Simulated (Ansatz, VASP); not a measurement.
# GaN in VASP and in Ansatz

```
Ga N
1.0
     0.00000    2.29393    2.19917
     2.29393    0.00000    2.19917
     2.29393    2.29393    0.00000
Ga N
1 1
Cartesian
  0.0000 0.0000 0.0000
  1.1470 1.1470 1.0996
```

Change from the starting cell: epitaxial_xy strain +2.0%.

Alike in both runs: task single point; functional PBE; k mesh 10 × 10 × 10; occupations fermi-dirac, width 0.02 eV; no spin polarisation.

```csv
,VASP,Ansatz
version,VASP 6.6.1,Ansatz 0.2.0
potentials or method,"VASP PAW PBE potentials, release 64 (Ga_d, N)","plane waves, PAW"
plane-wave cutoff (eV),520,420
valence electrons in the cell,18,18
```

```tsv
	VASP	Ansatz	Ansatz less VASP
gap on the k mesh at the Fermi level (eV)	1.53	1.52	-0.007
pressure (GPa)	2.9	2.8	-0.08
traceless stress, the component that is largest in VASP (GPa)	3.09	3.08	-0.007
```

With one functional, cell and mesh, what is left measures potentials, basis and numerics.
